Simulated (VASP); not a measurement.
Wanted: the native input for a VASP 6.6.1 run.

```yaml
Task: relaxation of cell and atoms
Functional: PBE
Potentials_or_basis: VASP PAW PBE potentials, release 64 (W_sv)
Cutoff: 600 eV
k_mesh: 9 × 9 × 9
Occupations: fermi-dirac, width 0.05 eV
Spin: no spin polarisation
Dipole_correction: no
Further_INCAR_settings: ALGO = Normal; EDIFF = 1e-06; IBRION = 2; EDIFFG = -0.01; NSW = 50; ISIF = 3
```

The structure of W lies in POSCAR:

```
W
1.0
    2.5900000000      0.0000000000      0.0000000000
    0.0000000000      2.5900000000      0.0000000000
    0.0000000000      0.0000000000      2.5900000000
W
1
Direct
    0.0000000000      0.0000000000      0.0000000000
```

The input as run:

INCAR

```
  PREC = Accurate
  ENCUT = 600
  EDIFF = 1E-6
  ISMEAR = -1
  SIGMA = 0.05
  LREAL = False
  LASPH = True
  NELM = 100
  ALGO = Normal
  ISIF = 3
  LWAVE = False
  LCHARG = False
  GGA = PE
  IBRION = 2
  NSW = 50
  EDIFFG = -0.01
```

KPOINTS

```
regular mesh
0
Gamma
  9 9 9
```

Potentials or basis: VASP PAW PBE potentials, release 64 (W_sv).

Run with:

```sh
$ cat potpaw_PBE.64/W_sv/POTCAR > POTCAR
$ mpirun -np 1 vasp_std > vasp.out
```

It gave:

The relaxed volume is 18.46 Å³/atom and the relaxed cell is a = 2.643 Å, b = 2.643 Å, c = 2.643 Å, α = 90.00°, β = 90.00°, γ = 90.00°. The space group after relaxing (to 0.05 Å) is Pm-3m (No. 221), the energy gained by relaxing is 45.2 meV/atom and the ionic steps are 4. The pressure after relaxing is -0.1 GPa and the band gap on the k mesh is zero (band 7 reaches 11.00 eV, above the bottom of band 8 at 8.77 eV).

Caveat: spin-orbit coupling is left out, which moves the levels of the heavy elements.

It took 22 s on 1 thread of Intel Xeon 8259CL, on a shared host, peak memory 0.15 GiB.
